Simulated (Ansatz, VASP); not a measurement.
## AlN in VASP and in Ansatz

Contents of INCAR:

```
SYSTEM = AlN
PREC = Accurate
ENCUT = 520
EDIFF = 1E-7
ISMEAR = 0
SIGMA = 0.05
LREAL = .FALSE.
LASPH = .TRUE.
NELM = 100
ALGO = Normal
ISIF = 2
LWAVE = .FALSE.
LCHARG = .TRUE.
GGA = PE
LELF = .TRUE.
LVHAR = .TRUE.
NBANDS = 16
```

File KPOINTS:

```
regular mesh
0
G
  12 12 6
  0 0 0
```

The input POSCAR:

```
AlN
1.0
    3.1110021516      0.0000000000      0.0000000000
   -1.5555010758      2.6942068945      0.0000000000
    0.0000000000      0.0000000000      4.9780000000
Al N
2 2
Direct
    0.3333333333      0.6666666667      0.0000000000
    0.6666666667      0.3333333333      0.5000000000
    0.0847944243      0.5553166435      0.3850000000
    0.6666666667      0.3333333333      0.8850000000
```

Input for Ansatz:

```yaml
crystal:
  lattice:
    - [3.1110021516, 0.0, 0.0]
    - [-1.5555010758, 2.6942068945, 0.0]
    - [0.0, 0.0, 4.978]
  atoms:
    - { symbol: Al, position: [0.3333333333, 0.6666666667, 0.0] }
    - { symbol: Al, position: [0.6666666667, 0.3333333333, 0.5] }
    - { symbol: "N", position: [0.0847944243, 0.5553166435, 0.385] }
    - { symbol: "N", position: [0.6666666667, 0.3333333333, 0.885] }
basis:
  ecutwfc: 420
kpoints:
  mp_grid: { grid: [12, 12, 6] }
hamiltonian:
  xc: pbe
scf:
  occupations: { method: gaussian, width: 0.05 }
output:
  forces: true
  stress: true
  eigenvalues: true
  write_density: true
  write_potential: true
  elf: true
  volumetric_format: npy
```

Alike in both runs: task single point; functional PBE; k mesh 12 × 12 × 6; occupations gaussian, width 0.05 eV; no spin polarisation.

|  | VASP | Ansatz |
| --- | --- | --- |
| version | VASP 6.6.1 | Ansatz 0.2.0 |
| potentials or method | VASP PAW PBE potentials, release 64 (Al, N), cutoff 520 eV | scalar-relativistic, plane waves, PAW |
| valence electrons in the cell | 16 | 16 |

```csv
,VASP,Ansatz,Ansatz less VASP
gap on the k mesh at the Fermi level (eV),3.54,3.57,+0.027
least direct gap on the mesh (eV),3.54,3.57,+0.027
rms of the force components (eV/Å),18.789,19.636,+0.8476
```

Atom by atom the forces differ by 0.848 eV/Å (rms over components). The functional is the same, so the differences come from potentials, cutoffs and numerics.
